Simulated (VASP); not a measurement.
Write the native input for VASP 6.6.1 that does the following.

```
Task                   : single point
Functional             : PBEsol
Potentials or basis    : VASP PAW PBE potentials, release 64 (Li_sv, H)
Cutoff                 : 520 eV
k mesh                 : 11 × 11 × 11
Occupations            : fermi-dirac, width 0.05 eV
Spin                   : no spin polarisation
Dipole correction      : no
Further INCAR settings : ALGO = Normal; EDIFF = 1e-07; NBANDS = 9
```

The structure of LiH lies in POSCAR:

```
LiH
1.0
    0.0000000000      1.7892592164      1.7892592164
    1.7892592164      0.0000000000      1.7892592164
    1.7892592164      1.7892592164      0.0000000000
Li H
1 1
Direct
    0.0000000000      0.0000000000      0.0000000000
    0.5000000000      0.5000000000      0.5000000000
```

The input as run:

INCAR

```
PREC = Accurate
ENCUT = 520
EDIFF = 1E-7
ISMEAR = -1
SIGMA = 0.05
LREAL = False
LASPH = True
NELM = 80
ALGO = Normal
ISIF = 2
LWAVE = False
LCHARG = False
GGA = PS
NBANDS = 9
```

KPOINTS

```
regular mesh
0
Gamma
  11 11 11
```

Potentials or basis: VASP PAW PBE potentials, release 64 (Li_sv, H).

Run with:

```sh
$ cat potpaw_PBE.64/Li_sv/POTCAR potpaw_PBE.64/H/POTCAR > POTCAR
$ mpirun -np 1 vasp_std > vasp.out
```

It gave:

* Band gap on the k mesh: 2.62 eV, direct

It took 11 s on 1 thread of AMD EPYC 7R43 64-Core Processor (Zen 3) (shared host), peak memory 0.08 GiB.
